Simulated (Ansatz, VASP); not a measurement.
# One calculation of HfO2, two programs

INCAR

```
ALGO = Normal
EDIFF = 1E-6
EDIFFG = -0.01
ENCUT = 600
GGA = PE
IBRION = 2
ISIF = 3
ISMEAR = -4
LASPH = T
LCHARG = F
LREAL = F
LWAVE = F
NELM = 100
NSW = 60
PREC = Accurate
SIGMA = 0.1
```

File KPOINTS:

```
k-points
0
Gamma
  5 5 4
```

The input POSCAR:

```
HfO2
1.0
    3.7540080000      0.0000000000      0.0000000000
    0.0000000000      3.7540080000      0.0000000000
    0.0000000000      0.0000000000      5.4169130000
O Hf
4 2
Direct
    0.0000000000      0.5000000000      0.2010000000
    0.0000000000      0.5000000000      0.7010000000
    0.5000000000      0.0000000000      0.2990000000
    0.5000000000      0.0000000000      0.7990000000
    0.0000000000      0.0000000000      0.0000000000
    0.5000000000      0.5000000000      0.5000000000
```

Input for Ansatz:

```yaml
crystal:
  lattice:
    - [3.754008, 0.0, 0.0]
    - [0.0, 3.754008, 0.0]
    - [0.0, 0.0, 5.416913]
  atoms:
    - { symbol: O, position: [0.0, 0.5, 0.201] }
    - { symbol: O, position: [0.0, 0.5, 0.701] }
    - { symbol: O, position: [0.5, 0.0, 0.299] }
    - { symbol: O, position: [0.5, 0.0, 0.799] }
    - { symbol: Hf, position: [0.0, 0.0, 0.0] }
    - { symbol: Hf, position: [0.5, 0.5, 0.5] }
  symmetry: { tolerance: 0.0003 }
kpoints:
  mp_grid: { grid: [5, 5, 4], shift: [0, 0, 0] }
magnetization:
  spin_polarized: false
scf:
  occupations: { method: tetrahedron_uncorrected }
hamiltonian:
  pseudopotentials: { kind: paw }
  xc: pbe
basis:
  ecutwfc: 420
output:
  forces: true
  stress: true
  eigenvalues: true
relax:
  max_steps: 40
  cell: {}
```

Alike in both runs: task relaxation of cell and atoms; functional PBE; k mesh 5 × 5 × 4; no spin polarisation.

|  | VASP | Ansatz |
| --- | --- | --- |
| version | VASP 6.6.1 | Ansatz 0.2.0 |
| potentials or method | VASP PAW PBE potentials, release 64 (O, Hf_pv), cutoff 600 eV | PAW plane waves |
| occupations | tetrahedron | tetrahedron-uncorrected |
| valence electrons in the cell | 44 | 76 |

```tsv
	VASP	Ansatz	Ansatz less VASP
gap on the k mesh at the Fermi level, each at its own relaxed structure (eV)	4.68	4.67	-0.010
relaxed volume (Å³/atom)	11.20	11.40	+0.202
relaxed length of the cell vector where the two differ most in proportion (Å)	5.223	5.265	+0.0422
```

VASP's potentials hold 44 valence electrons a cell and Ansatz's 76, so a difference there can come from the potentials and not from the codes. Ansatz's warnings: band table not solved further, forces under tetrahedra.

Neither program's run includes spin-orbit coupling.
